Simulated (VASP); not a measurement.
Here is a VASP 6.6.1 calculation.

INCAR

```
SYSTEM = B2Ru3
PREC = Accurate
ENCUT = 520
EDIFF = 1E-7
ISMEAR = 0
SIGMA = 0.1
LREAL = .False.
LASPH = .True.
NELM = 60
ALGO = Fast
ISIF = 2
LWAVE = .False.
LCHARG = .True.
GGA = PE
LELF = .True.
LVHAR = .True.
NBANDS = 32
```

File KPOINTS:

```
regular mesh
0
Gamma
  4 4 4
  0 0 0
```

Contents of POSCAR:

```
B2Ru3
1.0
    3.8002698500      0.0000000000      0.0000000000
    0.0000000000      3.8002698500      0.0000000000
    0.0000000000      0.0000000000      3.7423438300
B Ru
2 3
Direct
    0.5000000000      0.5000000000      0.2530764100
    0.5000000000      0.5000000000      0.7469235900
    0.0000000000      0.0000000000      0.0000000000
    0.0000000000      0.5000000000      0.0000000000
    0.5000000000      0.0000000000      0.0000000000
```

Potentials or basis: VASP PAW PBE potentials, release 64 (B, Ru_pv).

The run is started by

```console
$ cat potpaw_PBE.64/B/POTCAR potpaw_PBE.64/Ru_pv/POTCAR > POTCAR
$ mpirun -np 1 vasp_std > vasp.out
```

What does it give for the pressure?

183.9 GPa.

What does it give for the band gap on the k mesh?

Zero (bands 24 and 25 overlap by 3.42 eV).

What does it give for the largest force?

2.963 eV/Å.

Stress tensor (GPa, compression positive):
```
271.81   0.00   0.00
  0.00 271.81   0.00
  0.00   0.00   8.12
```

Caveat: the k points lie up to 0.42 Å⁻¹ apart, too coarse for converged energies and pressures of a metal; atoms lie so close that the PAW spheres overlap strongly, which falsifies energies and pressures; forces of over 1 eV/Å act on the atoms, so gaps and moduli don't describe the material at rest.
